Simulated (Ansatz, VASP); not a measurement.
## BaTiO3: VASP beside Ansatz

The input POSCAR:

```
BaTiO3
1.0
    3.9541555552      0.0000000000      0.0000000000
    0.0000000000      3.9541555552      0.0000000000
    0.0000000000      0.0000000000      3.9541555552
Ba Ti O
1 1 3
Direct
    0.0000000000      0.0000000000      0.0000000000
    0.5000000000      0.5000000000      0.5000000000
    0.5000000000      0.5000000000      0.0000000000
    0.5000000000      0.0000000000      0.5000000000
    0.0000000000      0.5000000000      0.5000000000
```

INCAR.step1

```
SYSTEM = BaTiO3
PREC = Accurate
ENCUT = 520
EDIFF = 1E-5
ISMEAR = 0
SIGMA = 0.01
LREAL = .FALSE.
LASPH = .TRUE.
NELM = 60
ALGO = Normal
ISIF = 2
LWAVE = .TRUE.
LCHARG = .FALSE.
GGA = PE
NBANDS = 28
```

The input INCAR.step2:

```
SYSTEM = BaTiO3
PREC = Accurate
ENCUT = 520
EDIFF = 1E-7
ISMEAR = 0
SIGMA = 0.01
LREAL = .FALSE.
LASPH = .TRUE.
NELM = 60
ALGO = Normal
ISIF = 2
LWAVE = .FALSE.
LCHARG = .FALSE.
GGA = PE
LHFCALC = .TRUE.
HFSCREEN = 0.2079
PRECFOCK = Fast
ISTART = 1
NBANDS = 28
```

Contents of KPOINTS:

```
Automatic mesh
0
G
  4 4 4
  0 0 0
```

Input for Ansatz:

```yaml
crystal:
  lattice:
    - [3.9541555552, 0.0, 0.0]
    - [0.0, 3.9541555552, 0.0]
    - [0.0, 0.0, 3.9541555552]
  atoms:
    - { symbol: Ba, position: [0.0, 0.0, 0.0] }
    - { symbol: Ti, position: [0.5, 0.5, 0.5] }
    - { symbol: O, position: [0.5, 0.5, 0.0] }
    - { symbol: O, position: [0.5, 0.0, 0.5] }
    - { symbol: O, position: [0.0, 0.5, 0.5] }
kpoints:
  mp_grid: { grid: [4, 4, 4] }
  band_path:
    path: [[0.0, 0.0, 0.0], [0.0, 0.5, 0.0], [0.5, 0.5, 0.0], [0.5, 0.5, 0.5]]
    npoints: 1
hamiltonian:
  xc: hse06
scf:
  occupations: { method: fixed }
  n_extra_bands: 5
output:
  forces: true
  stress: true
  eigenvalues: true
```

Change from the starting cell: hydrostatic strain -1.0%.

Alike in both runs: task single point; functional HSE06; k mesh 4 × 4 × 4; no spin polarisation.

```csv
,VASP,Ansatz
version,VASP 6.6.1,Ansatz 0.2.0
potentials or method,"VASP PAW PBE potentials, release 64 (Ba_sv, Ti_sv, O)","plane waves, PAW"
plane-wave cutoff (eV),520,420
occupations,"gaussian, width 0.01 eV",fixed
valence electrons in the cell,40,40
```

|  | VASP | Ansatz | Ansatz less VASP |
| --- | --- | --- | --- |
| gap on the k mesh at the Fermi level (eV) | 3.22 | 3.29 | +0.070 |
| pressure (GPa) | 5.3 | 3.4 | -1.94 |

Ansatz's warnings: stress exchange threshold loose, stress scf threshold loose.

Neither program's run includes spin-orbit coupling.
